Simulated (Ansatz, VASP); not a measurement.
One calculation of BP, two programs

```
B P
1.0
     3.06839    0.00000    0.00000
    -1.53419    2.65730    0.00000
     0.00000    0.00000    6.71987
B P
3 3
Direct
  0.00000 0.50000 0.16667
  0.50000 0.50000 0.83333
  0.50000 0.00000 0.50000
  0.50000 0.50000 0.33333
  0.50000 0.00000 0.00000
  0.00000 0.50000 0.66667
```

Alike in both runs: task relaxation of cell and atoms; functional PBE; k mesh 6 × 6 × 4; occupations gaussian, width 0.1 eV; no spin polarisation.

```csv
,VASP,Ansatz
version,VASP 6.6.1,Ansatz 0.2.0
potentials or method,"VASP PAW PBE potentials, release 64 (B, P), cutoff 600 eV","scalar-relativistic, plane waves, PAW"
valence electrons in the cell,24,24
```

Ansatz gave:

| Property | Result |
| --- | --- |
| gap on the k mesh at the Fermi level, each at its own relaxed structure (eV) | none |
| relaxed volume (Å³/atom) | 10.85 |
| relaxed cell length with the largest relative difference (Å) | 3.278 |

**Question.** What did VASP give for the same quantities?

**Answer.** gap on the k mesh at the Fermi level, each at its own relaxed structure (eV): none; relaxed volume (Å³/atom): 10.83; relaxed cell length with the largest relative difference (Å): 3.276.

A gap of «none» marks a metal or a gap that the smearing closes.

The k mesh is coarse, so the values compare programs but aren't converged. Noted on VASP's run: the volume moved by over 15 % at a fixed basis, so the end points are rough.
